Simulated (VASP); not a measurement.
Here is a VASP 6.6.1 calculation.

Contents of POSCAR:

```
C
1.0
    0.0000000000      2.1264422641      3.5515938152
    1.2280954992      0.0000000000      3.5515938152
    1.2280954992      2.1264422641      0.0000000000
C
2
Direct
    0.1666748551      0.8333251449      0.1666748551
    0.8333251449      0.1666748551      0.8333251449
```

The input INCAR.step1:

```
PREC = Accurate ; ENCUT = 520
ISMEAR = 0 ; SIGMA = 0.1
LREAL = F ; LASPH = T
NELM = 60 ; NBANDS = 11
GGA = PE ; ALGO = Normal
EDIFF = 1E-4 ; LWAVE = T
LCHARG = F
```

INCAR.step2

```
PREC = Accurate ; ENCUT = 520
EDIFF = 1E-6 ; ISMEAR = 0
SIGMA = 0.1 ; LREAL = F
LASPH = T ; NELM = 60
ALGO = Normal ; ISIF = 2
LWAVE = F ; LCHARG = F
METAGGA = R2SCAN ; LMIXTAU = T
NBANDS = 11 ; ISTART = 1
```

File KPOINTS:

```
regular mesh
0
Gamma
  18 18 18
```

Potentials or basis: VASP PAW PBE potentials, release 64 (C).

The run is started by

```sh
$ cat potpaw_PBE.64/C/POTCAR > POTCAR
$ cp INCAR.step1 INCAR
$ mpirun -np 1 vasp_std > vasp.out
$ cp INCAR.step2 INCAR
$ mpirun -np 1 vasp_std > vasp.out
```

(1) Predict the band gap on the k mesh.

(2) Estimate the pressure.

## Answers

(1) 0.06 eV, indirect (least direct gap 0.11 eV).

(2) 0.7 GPa.

Caveat: the PAW data sets were made with another functional, which shifts forces and pressure a little.
